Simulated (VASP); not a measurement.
Write the native input for VASP 6.6.1 that does the following.

- Task: single point
- Functional: PBE
- Potentials or basis: VASP PAW PBE potentials, release 64 (Si, C)
- Cutoff: 600 eV
- k mesh: 10 × 10 × 10
- Occupations: fermi-dirac, width 0.05 eV
- Spin: no spin polarisation
- Dipole correction: no
- Further INCAR settings: ALGO = Normal; EDIFF = 1e-06; NBANDS = 11

The structure of SiC lies in POSCAR:

```
SiC
1.0
    0.0000000000      2.1898178744      2.1898178744
    2.1898178744      0.0000000000      2.1898178744
    2.1898178744      2.1898178744      0.0000000000
Si C
1 1
Direct
    0.0000000000      0.0000000000      0.0000000000
    0.7500000000      0.7500000000      0.7500000000
```

One way to write it, as run:

INCAR

```
ALGO = Normal
EDIFF = 1E-6
ENCUT = 600
GGA = PE
GGA_COMPAT = False
ISIF = 2
ISMEAR = -1
LASPH = True
LCHARG = True
LELF = True
LREAL = False
LVHAR = True
LWAVE = False
NBANDS = 11
NELM = 120
PREC = Accurate
SIGMA = 0.05
```

KPOINTS

```
k-points
0
Gamma
  10 10 10
```

Potentials or basis: VASP PAW PBE potentials, release 64 (Si, C).

Run with:

```console
$ cat potpaw_PBE.64/Si/POTCAR potpaw_PBE.64/C/POTCAR > POTCAR
$ mpirun -np 1 vasp_std > vasp.out
```

Results of the run:

| Item | Value |
| --- | --- |
| Pressure | -0.2 GPa |
| Band gap on the k mesh | 1.37 eV (least direct gap 4.53 eV) |

It took 10 s on 1 thread of AMD EPYC 9R45 96-Core Processor (Zen 5) (shared host), peak memory 0.12 GiB.
